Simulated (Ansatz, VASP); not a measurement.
## One calculation of Rb2InGaC6N6, two programs

```xyz
16
Lattice="0.0000 5.4961 5.4961 5.4961 0.0000 5.4961 5.4961 5.4961 0.0000" Properties=species:S:1:pos:R:3 pbc="T T T"
Rb    2.7480    2.7480    2.7480
Rb    8.2441    8.2441    8.2441
In    5.4961    5.4961    5.4961
Ga    0.0000    0.0000    0.0000
C     2.1059    5.4961    5.4961
C     5.4961    2.1059    5.4961
C     5.4961    5.4961    2.1059
C     8.8863    5.4961    5.4961
C     5.4961    8.8863    5.4961
C     5.4961    5.4961    8.8863
N     3.2947    5.4961    5.4961
N     5.4961    3.2947    5.4961
N     5.4961    5.4961    3.2947
N     7.6975    5.4961    5.4961
N     5.4961    7.6975    5.4961
N     5.4961    5.4961    7.6975
```

Alike in both runs: functional PBE; k mesh 4 × 4 × 4; occupations gaussian, width 0.1 eV; no spin polarisation.

Ansatz relaxed the structure, and its values are those at the end. VASP's run is a single point on that final structure, the one shown.

```csv
,VASP,Ansatz
version,VASP 6.6.1,Ansatz 0.2.0
potentials or method,"VASP PAW PBE potentials, release 64 (Rb_sv, In_d, Ga_d, C_h, N_h), cutoff 910 eV","scalar-relativistic, plane waves, PAW"
valence electrons in the cell,98,98
```

```csv
,VASP,Ansatz,Ansatz less VASP
gap on the k mesh at the Fermi level (eV),none,none,-
rms of the force components (eV/Å),0.003,0.003,+0.0003
```

A gap of «none» marks a metal or a gap that the smearing closes.

Noted on VASP's run: the cutoff is short for stress, so the pressure is rough.
